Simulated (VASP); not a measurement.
Write the native input for VASP 6.6.1 that does the following.

| Item | Value |
| --- | --- |
| Task | single point |
| Functional | PBE |
| Potentials or basis | VASP PAW PBE potentials, release 64 (Fe_sv, O) |
| Cutoff | 700 eV |
| k mesh | 10 × 10 × 10 |
| Occupations | fermi-dirac, width 0.05 eV |
| Spin | collinear spin, ferromagnetic start |
| Starting moments | [2.2, 0.0] μB |
| Fixed moment | 2.2 μB |
| Dipole correction | no |
| Further INCAR settings | ALGO = Normal; EDIFF = 1e-06; NBANDS = 22 |

The structure of FeO lies in POSCAR:

```
FeO
1.0
   -1.6021034130      1.6021034130      2.0833922500
    1.6021034130     -1.6021034130      2.0833922500
    1.6021034130      1.6021034130     -2.0833922500
Fe O
1 1
Direct
    0.0000000000      0.0000000000      0.0000000000
    0.5000000000      0.5000000000      0.0000000000
```

These files were run (other wordings do the same):

INCAR

```
PREC     = Accurate       # precision mode
ENCUT    = 700            # plane-wave cutoff, eV
EDIFF    = 1E-6           # SCF threshold, eV
ISMEAR   = -1             # smearing method
SIGMA    = 0.05           # smearing width, eV
LREAL    = F              # projectors in reciprocal space
LASPH    = T              # aspherical terms in the spheres
NELM     = 200            # most SCF steps
ALGO     = Normal         # electronic algorithm
ISIF     = 2              # what is computed and relaxed
LWAVE    = F              # write WAVECAR
LCHARG   = F              # write CHGCAR
ISPIN    = 2              # spin polarisation
MAGMOM   = 2.2 0          # initial moments
LORBIT   = 11             # projections on sites
NUPDOWN  = 2.2            # fixed moment
LMAXMIX  = 4              # l up to which the mixer works
GGA      = PE             # functional
NBANDS   = 22             # bands
GGA_COMPAT= F
```

KPOINTS

```
regular mesh
0
Gamma
  10 10 10
```

Potentials or basis: VASP PAW PBE potentials, release 64 (Fe_sv, O).

Launch:

```console
$ cat potpaw_PBE.64/Fe_sv/POTCAR potpaw_PBE.64/O/POTCAR > POTCAR
$ mpirun -np 1 vasp_std > vasp.out
```

Results of the run:

```
Pressure                                              : -23.9 GPa
Net moment                                            : 2.20 μB per cell
Site moments                                          : Fe +2.09; O -0.02 μB
Valence electrons inside the program's atomic spheres : Fe 13.67; O 4.91
```

Caveat: the cell stands under tension; the total moment is fixed, so each spin has its own Fermi level and the state may be an excited one; a cell with one magnetic atom can't hold antiferromagnetic order, which such compounds often take.

Run time: 3 min on 1 thread of Intel(R) Xeon(R) Platinum 8375C CPU @ 2.90GHz (Ice Lake), on a shared host, peak memory 0.25 GiB.
